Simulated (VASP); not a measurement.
# Zr3AlN4 (P-43m) in VASP: further runs

The runs below take Zr3AlN4 through single point, relaxation of cell and atoms, with PBE.

Program: VASP 6.6.1. These are calculated values, not measurements. Logs are shortened: lines on timing, memory, paths and dates and some standing lists are left out, and cuts for length are marked.

**1. The cell of the first run**

Symmetry: P-43m, No. 215, cubic system. Conventional cell: a = 4.844 Å, b = 4.844 Å, c = 4.844 Å, α = 90.00°, β = 90.00°, γ = 90.00°. Zr (site symmetry -42m) has 4 N at 2.15 Å within 2.8 Å. Within 2.6 Å of Al (site symmetry -43m) lie 4 N at 1.95 Å. N (site symmetry 3m) has 1 Al at 1.95 Å and 3 Zr at 2.15 Å within 2.6 Å.

**2. Single point, PBE, collinear spin**

INCAR

```
SYSTEM = Zr3AlN4
PREC     = Accurate       ! precision mode
ENCUT    = 520            ! plane-wave cutoff, eV
EDIFF    = 1E-6           ! SCF threshold, eV
ISMEAR   = 0              ! smearing method
SIGMA    = 0.1            ! smearing width, eV
LREAL    = .FALSE.        ! projectors in reciprocal space
LASPH    = .TRUE.         ! aspherical terms in the spheres
NELM     = 150            ! most SCF steps
ALGO     = Normal         ! electronic algorithm
ISIF     = 2              ! what is computed and relaxed
LWAVE    = .FALSE.        ! write WAVECAR
LCHARG   = .FALSE.        ! write CHGCAR
ISPIN    = 2              ! spin polarisation
MAGMOM   = 1 1 1 0 0 0 0 0 ! initial moments
LORBIT   = 11             ! projections on sites
LMAXMIX  = 4              ! l up to which the mixer works
GGA      = PE             ! functional
NBANDS   = 44             ! bands
```

KPOINTS

```
regular mesh
0
G
  4 4 4
  0 0 0
```

POSCAR

```
Zr3AlN4
1.0
    4.8444523774      0.0000000000      0.0000000000
    0.0000000000      4.8444523774      0.0000000000
    0.0000000000      0.0000000000      4.8444523774
Zr Al N
3 1 4
Direct
    0.0000000000      0.5000000000      0.5000000000
    0.5000000000      0.0000000000      0.5000000000
    0.5000000000      0.5000000000      0.0000000000
    0.0000000000      0.0000000000      0.0000000000
    0.2325860699      0.2325860699      0.7674139301
    0.2325860699      0.7674139301      0.2325860699
    0.7674139301      0.2325860699      0.2325860699
    0.7674139301      0.7674139301      0.7674139301
```

Potentials or basis: VASP PAW PBE potentials, release 64 (Zr_sv, Al, N).

Command:

```console
> cat potpaw_PBE.64/Zr_sv/POTCAR potpaw_PBE.64/Al/POTCAR potpaw_PBE.64/N/POTCAR > POTCAR
> mpirun -np 1 vasp_std > vasp.out
```

OUTCAR:

```text
SYSTEM = Zr3AlN4
   PREC = Accurate
   ENCUT = 520
   EDIFF = 1E-6
   ISMEAR = 0
   LREAL = .FALSE.
   LASPH = .TRUE.
   NELM = 150
   ISIF = 2
   ISPIN = 2
   LORBIT = 11
   GGA = PE

 ion  position               nearest neighbor table
   1  0.000  0.500  0.500-   5 2.15   6 2.15   7 2.15   8 2.15   3 3.43   4 3.43   2 3.43   3 3.43
                             4 3.43   2 3.43   4 3.43   4 3.43   2 3.43   3 3.43   3 3.43   2 3.43
   2  0.500  0.000  0.500-   5 2.15   6 2.15   7 2.15   8 2.15   3 3.43   4 3.43   1 3.43   3 3.43
                             4 3.43   1 3.43   3 3.43   3 3.43   1 3.43   4 3.43   4 3.43   1 3.43
   3  0.500  0.500  0.000-   5 2.15   6 2.15   7 2.15   8 2.15   2 3.43   4 3.43   1 3.43   1 3.43
                             2 3.43   2 3.43   4 3.43   2 3.43   1 3.43   4 3.43   1 3.43   4 3.43
   4  0.000  0.000  0.000-   5 1.95   6 1.95   7 1.95   8 1.95   2 3.43   3 3.43   1 3.43   1 3.43
                             2 3.43   1 3.43   3 3.43   1 3.43   2 3.43   3 3.43   2 3.43   3 3.43
   5  0.233  0.233  0.767-   4 1.95   2 2.15   3 2.15   1 2.15
   6  0.233  0.767  0.233-   4 1.95   2 2.15   3 2.15   1 2.15
   7  0.767  0.233  0.233-   4 1.95   2 2.15   3 2.15   1 2.15
   8  0.767  0.767  0.767-   4 1.95   2 2.15   3 2.15   1 2.15

  LATTYP: Found a simple cubic cell.
 ALAT       =     4.8444523774

  Lattice vectors:

 A1 = (   4.8444523774,   0.0000000000,   0.0000000000)
 A2 = (   0.0000000000,   4.8444523774,   0.0000000000)
 A3 = (   0.0000000000,   0.0000000000,   4.8444523774)

Analysis of symmetry for initial positions (statically):
=====================================================================
 Subroutine PRICEL returns:
 Original cell was already a primitive cell.

 Routine SETGRP: Setting up the symmetry group for a
 simple cubic supercell.

 Subroutine GETGRP returns: Found 24 space group operations
 (whereof 24 operations were pure point group operations)
 out of a pool of 48 trial point group operations.

The static configuration has the point symmetry T_d .

Analysis of symmetry for dynamics (positions and initial velocities):
=====================================================================
 Subroutine PRICEL returns:
 Original cell was already a primitive cell.

 Routine SETGRP: Setting up the symmetry group for a
 simple cubic supercell.

 Subroutine GETGRP returns: Found 24 space group operations
 (whereof 24 operations were pure point group operations)
 out of a pool of 48 trial point group operations.

The dynamic configuration has the point symmetry T_d .

Analysis of structural, dynamic, and magnetic symmetry:
=====================================================================
 Subroutine PRICEL returns:
 Original cell was already a primitive cell.

 Routine SETGRP: Setting up the symmetry group for a
 simple cubic supercell.

 Subroutine GETGRP returns: Found 24 space group operations
 (whereof 24 operations were pure point group operations)
 out of a pool of 48 trial point group operations.

The overall configuration has the point symmetry T_d .

 Subroutine INISYM returns: Found 24 space group operations
 (whereof 24 operations are pure point group operations),
 and found     1 'primitive' translations

----------------------------------------------------------------------------------------

                                     Primitive cell

  volume of cell :     113.6931

  direct lattice vectors                    reciprocal lattice vectors
     4.844452377  0.000000000  0.000000000     0.206421680  0.000000000  0.000000000
     0.000000000  4.844452377  0.000000000     0.000000000  0.206421680  0.000000000
     0.000000000  0.000000000  4.844452377     0.000000000  0.000000000  0.206421680

  length of vectors
     4.844452377  4.844452377  4.844452377     0.206421680  0.206421680  0.206421680

  position of ions in fractional coordinates (direct lattice)
     0.000000000  0.500000000  0.500000000
     0.500000000  0.000000000  0.500000000
     0.500000000  0.500000000  0.000000000
     0.000000000  0.000000000  0.000000000
     0.232586070  0.232586070  0.767413930
     0.232586070  0.767413930  0.232586070
     0.767413930  0.232586070  0.232586070
     0.767413930  0.767413930  0.767413930

  ion indices of the primitive-cell ions
   primitive index   ion index
                 1           1
[... 53 lines left out ...]
   NGXF,Y,Z  is equivalent  to a cutoff of  24.71, 24.71, 24.71 a.u.
 SYSTEM =  Zr3AlN4
   PREC   = accura    normal or accurate (medium, high low for compatibility)
   ISTART =      0    job   : 0-new  1-cont  2-samecut
   ICHARG =      2    charge: 1-file 2-atom 10-const
   ISPIN  =      2    spin polarized calculation?
   LNONCOLLINEAR =      F non collinear calculations
   LSORBIT =      F    spin-orbit coupling
   LASPH  =      T    aspherical Exc in radial PAW
   ENCUT  =  520.0 eV  38.22 Ry    6.18 a.u.   9.01  9.01  9.01*2*pi/ulx,y,z
   NELM   =    150;   NELMIN=  2; NELMDL= -5     # of ELM steps
   EDIFF  = 0.1E-05   stopping-criterion for ELM
   LREAL  =      F    real-space projection
   EDIFFG = 0.1E-04   stopping-criterion for IOM
   NSW    =      0    number of steps for IOM
   IBRION =     -1    ionic relax: 0-MD 1-quasi-New 2-CG
   NFREE  =      0    steps in history (QN), initial steepest desc. (CG)
   ISIF   =      2    stress and relaxation
   ISYM   =      2    0-nonsym 1-usesym 2-fastsym
   POTIM  = 0.5000    time-step for ionic-motion
   TEBEG  =    0.0;   TEEND  =   0.0 temperature during run
   PSTRESS=    0.0 pullay stress
   NELECT =      59.0000    total number of electrons
   NUPDOWN=      -1.0000    fix difference up-down
   EMIN   =  10.00;   EMAX   =-10.00  energy-range for DOS
   EFERMI =   0.00;   METHOD = LEGACY
   ISMEAR =     0;   SIGMA  =   0.10  broadening in eV -4-tet -1-fermi 0-gaus
   EFERMI_NEDOS =   21; number of points for ismear=-14 and -15
   IALGO  =     38    algorithm
   IMIX   =      4    mixing-type and parameters
     AMIX     =   0.40;   BMIX     =  1.00
     AMIX_MAG =   1.60;   BMIX_MAG =  1.00
  volume/ion in A,a.u.               =      14.21        95.90
  Fermi-wavevector in a.u.,A,eV,Ry     =   1.315571  2.486068 23.547955  1.730726
  Thomas-Fermi vector in A             =   2.445744
   LORBIT       =     11    0 simple, 1 ext, 2 COOP (PROOUT), +10 PAW based schemes
   GGA     = PE    functional components
   LHFCALC =     F    Hartree Fock is set to
   AEXX    =    0.0000 exact exchange contribution
   IVDW    =     0    specifies the selected vdW correction
   LEPSILON=     F    determine dielectric tensor
   LRPA    =     F    only Hartree local field effects (RPA)
 spin polarized calculation
 Gauss-broadening in eV      SIGMA  =   0.10
  energy-cutoff  :      520.00
  volume of cell :      113.69
 maximum number of plane-waves:      3112
   NGX = 19   NGY = 19   NGZ = 19

 number of electron      59.0000001 magnetization       0.0020191

 number of electron      59.0000001 magnetization      -0.0009145

 Free energy of the ion-electron system (eV)
  ---------------------------------------------------
  ext. energy  EPLUGINS =         0.00000000
  ---------------------------------------------------
  free energy    TOTEN  =       -72.41294331 eV

  energy without entropy =      -72.39668218  energy(sigma->0) =      -72.40481275

 E-fermi :   8.6506     XC(G=0): -11.0018

 val. band max:        8.6123542384   @ k =   0.2500   0.2500   0.2500
 cond. band min:       8.7977898675   @ k =   0.5000   0.0000   0.0000
 fundamental gap:      0.1854356291
 Fermi energy:         8.6505847374

 spin component 1

 k-point     1 :       0.0000    0.0000    0.0000
  band No.  band energies     occupation
      1     -40.7643      1.00000
      2     -40.6896      1.00000
      3     -40.6896      1.00000
      4     -19.1944      1.00000
      5     -19.1944      1.00000
      6     -19.1944      1.00000
[... 429 lines left out ...]
     40      13.0562      0.00000
     41      13.0562      0.00000
 Fermi energy:         8.6505847374

 spin component 2

 k-point     1 :       0.0000    0.0000    0.0000
  band No.  band energies     occupation
      1     -40.7645      1.00000
      2     -40.6897      1.00000
      3     -40.6897      1.00000
      4     -19.1945      1.00000
      5     -19.1945      1.00000
      6     -19.1945      1.00000
[... 429 lines left out ...]
     40      13.0561      0.00000
     41      13.0561      0.00000
 [bands above 41 left out]

------------------------ aborting loop because EDIFF is reached ----------------------------------------

  FORCE on cell =-STRESS in cart. coord.  units (eV):
  Direction    XX          YY          ZZ          XY          YZ          ZX
  --------------------------------------------------------------------------------------
  -------------------------------------------------------------------------------------
  Total        0.0713475      0.0713475      0.0713475      0.0000000      0.0000000     -0.0000000
  in kB        1.0054379      1.0054379      1.0054379      0.0000000      0.0000000     -0.0000000
  external PRESSURE =       1.0054379 kB  Pullay stress =       0.0000000 kB

 VOLUME and BASIS-vectors are now :
 -----------------------------------------------------------------------------
  energy-cutoff  :      520.00
  volume of cell :      113.69
      direct lattice vectors                 reciprocal lattice vectors
     4.844452377  0.000000000  0.000000000     0.206421680  0.000000000  0.000000000
     0.000000000  4.844452377  0.000000000     0.000000000  0.206421680  0.000000000
     0.000000000  0.000000000  4.844452377     0.000000000  0.000000000  0.206421680

 POSITION                                       TOTAL-FORCE (eV/Angst)
 -----------------------------------------------------------------------------------
      0.00000      2.42223      2.42223        -0.000000     -0.000000      0.000000
      2.42223      0.00000      2.42223        -0.000000     -0.000000     -0.000000
      2.42223      2.42223      0.00000        -0.000000     -0.000000      0.000000
      0.00000      0.00000      0.00000        -0.000000     -0.000000      0.000000
      1.12675      1.12675      3.71770        -0.019139     -0.019139      0.019139
      1.12675      3.71770      1.12675        -0.019139      0.019139     -0.019139
      3.71770      1.12675      1.12675         0.019139     -0.019139     -0.019139
      3.71770      3.71770      3.71770         0.019139      0.019139      0.019139
 -----------------------------------------------------------------------------------
    total drift:                                0.000000      0.000000      0.000000

  FREE ENERGIE OF THE ION-ELECTRON SYSTEM (eV)
  ---------------------------------------------------
  free  energy   TOTEN  =       -72.4129433146 eV

  energy  without entropy=      -72.3966821778  energy(sigma->0) =      -72.40481275

 total charge

# of ion       s       p       d       tot
------------------------------------------
    1        2.190   6.029   1.634   9.853
    2        2.190   6.029   1.634   9.853
    3        2.190   6.029   1.634   9.853
    4        0.344   0.374   0.000   0.718
    5        1.254   2.493   0.000   3.747
    6        1.254   2.493   0.000   3.747
    7        1.254   2.493   0.000   3.747
    8        1.254   2.493   0.000   3.747
--------------------------------------------------
tot         11.930  28.435   4.902  45.267

 magnetization (x)

# of ion       s       p       d       tot
------------------------------------------
    1        0.000  -0.000  -0.000  -0.000
    2        0.000  -0.000  -0.000  -0.000
    3        0.000  -0.000  -0.000  -0.000
    4        0.000  -0.000   0.000  -0.000
    5        0.000   0.000   0.000   0.000
    6        0.000   0.000   0.000   0.000
    7        0.000   0.000   0.000   0.000
    8        0.000   0.000   0.000   0.000
--------------------------------------------------
tot          0.000   0.000  -0.000  -0.000
```

It took 47 s on 1 thread of Intel Xeon 6975P-C (Granite Rapids), shared host; peak memory 0.27 GiB.

Results:

```yaml
Free_energy: -72.4129 eV
Pressure: 0.1 GPa
Largest_force: 0.033 eV/Å
Net_moment: 0.00 μB per cell
Valence_electrons_inside_the_program's_atomic_spheres: Zr 9.85; Al 0.72; N 3.75
```

Forces on the atoms (eV/Å):
```
Zr   0.000  0.000  0.000
Zr   0.000  0.000  0.000
Zr   0.000  0.000  0.000
Al   0.000  0.000  0.000
N   -0.019 -0.019  0.019
N   -0.019  0.019 -0.019
N    0.019 -0.019 -0.019
N    0.019  0.019  0.019
```

(Continued in part 2 of 2.)
